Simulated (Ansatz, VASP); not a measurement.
## One calculation of ZnS, two programs

The input INCAR:

```
  PREC = Accurate
  ENCUT = 520
  EDIFF = 1E-6
  ISMEAR = 0
  SIGMA = 0.01
  LREAL = F
  LASPH = T
  NELM = 100
  ALGO = Normal
  ISIF = 2
  LWAVE = F
  LCHARG = F
  NBANDS = 26
```

Contents of KPOINTS:

```
regular mesh
0
Gamma
  6 6 4
```

The input POSCAR:

```
ZnS
1.0
    3.7382324459      0.0000000000      0.0000000000
   -1.8691162230      3.2374042634      0.0000000000
    0.0000000000      0.0000000000      6.1429977760
Zn S
2 2
Direct
    0.3333333333      0.6666666667      0.0055913282
    0.6666666667      0.3333333333      0.5055913282
    0.3333333333      0.6666666667      0.3794086718
    0.6666666667      0.3333333333      0.8794086718
```

Input for Ansatz:

```yaml
crystal:
  lattice:
    - [3.73823244592, 0.0, 0.0]
    - [-1.86911622296, 3.23740426341, 0.0]
    - [0.0, 0.0, 6.14299777599]
  atoms:
    - { symbol: Zn, position: [0.333333333333, 0.666666666667, 0.005591328248] }
    - { symbol: Zn, position: [0.666666666667, 0.333333333333, 0.505591328248] }
    - { symbol: S, position: [0.333333333333, 0.666666666667, 0.379408671752] }
    - { symbol: S, position: [0.666666666667, 0.333333333333, 0.879408671752] }
kpoints:
  mp_grid: { grid: [6, 6, 4] }
scf:
  occupations: { method: fixed }
hamiltonian:
  xc: lda
  pseudopotentials: { kind: all_electron, lapw: { basis_error: 0.001 } }
output:
  forces: true
  stress: true
  eigenvalues: true
  eigenstates:
    nscf_kmesh: { grid: [10, 10, 6] }
    de_dk: true
    e_range: [-9, 12.19169693815]
  optics:
    e_range: [0, 20]
    de: 0.2
    sigma: 0.25
    bands: { spectra_wanted_up_to: 20 }
    nscf_kmesh: { grid: [10, 10, 6] }
checkpoint:
  write: ck
  write_wavefunctions: false
```

Alike in both runs: task single point; functional LDA; k mesh 6 × 6 × 4; no spin polarisation.

|  | VASP | Ansatz |
| --- | --- | --- |
| version | VASP 6.6.1 | Ansatz 0.2.0 |
| potentials or method | VASP PAW LDA potentials, release 64 (Zn, S), cutoff 520 eV | all-electron LAPW, scalar-relativistic |
| occupations | gaussian, width 0.01 eV | fixed |

```csv
,VASP,Ansatz,Ansatz less VASP
gap on the k mesh at the Fermi level (eV),2.23,2.19,-0.033
pressure (GPa),0.3,0.0,-0.22
```

LDA's correlation is that of Perdew and Zunger in VASP and of Perdew and Wang (1992) in Ansatz. Ansatz ran all-electron here, and VASP with PAW potentials.
